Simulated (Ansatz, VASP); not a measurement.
# GeW: VASP beside Ansatz

```
Ge W
1.0
     0.00000    2.57761    2.57761
     2.57761    0.00000    2.57761
     2.57761    2.57761    0.00000
Ge W
1 1
Cartesian
  2.5776 2.5776 2.5776
  0.0000 0.0000 0.0000
```

Alike in both runs: task relaxation of cell and atoms; functional PBE; dispersion D4; k mesh 9 × 9 × 9; occupations fermi-dirac, width 0.05 eV; no spin polarisation.

|  | VASP | Ansatz |
| --- | --- | --- |
| version | VASP 6.6.1 | Ansatz 0.2.0 |
| potentials or method | VASP PAW PBE potentials, release 64 (Ge_d, W_sv) | Ansatz PAW |
| plane-wave cutoff (eV) | 600 | 420 |
| valence electrons in the cell | 28 | 28 |

```csv
,VASP,Ansatz,Ansatz less VASP
"gap on the k mesh at the Fermi level, each at its own relaxed structure (eV)",none,none,-
relaxed volume (Å³/atom),16.75,16.72,-0.032
relaxed cell length with the largest relative difference (Å),3.618,3.616,-0.0023
```

A gap of «none» marks a metal or a gap that the smearing closes.

Spin-orbit coupling is off throughout. Noted on Ansatz's run: the plane-wave basis is chosen anew once the cell has moved, so the energies of steps on either side of that aren't comparable.
